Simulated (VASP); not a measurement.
The system is AlN.

```
Al N
1.0
     0.00000    2.04557    2.04557
     2.04557    0.00000    2.04557
     2.04557    2.04557    0.00000
Al N
1 1
Direct
  0.50000 0.50000 0.50000
  0.00000 0.00000 0.00000
```

This cell differs from its parent crystal: functional r2SCAN, strained.

Base run:

| Quantity | Value |
| --- | --- |
| Program | VASP 6.6.1 |
| Functional | r2SCAN |
| Potentials or basis | VASP PAW PBE potentials, release 64 (Al, N) |
| Cutoff | 520 eV |
| k mesh | 10 × 10 × 10 |
| Occupations | gaussian, width 0.02 eV |
| Spin | no spin polarisation |

Its results: band gap on the k mesh 5.13 eV, indirect (least direct gap 5.99 eV); pressure -10.8 GPa.

Problem. The run is repeated on the same cell with these changes: functional from r2SCAN to PBE; further incar settings from ALGO = Normal; EDIFF = 1e-06; NBANDS = 11 to ALGO = Normal; EDIFF = 1e-07; NBANDS = 11. What comes out?

Solution. Band gap on the k mesh 4.27 eV, indirect (least direct gap 5.18 eV); pressure -4.0 GPa.

Caveats: the PAW data sets were made with another functional, which shifts forces and pressure a little (some runs).

A k mesh can miss the band edges.
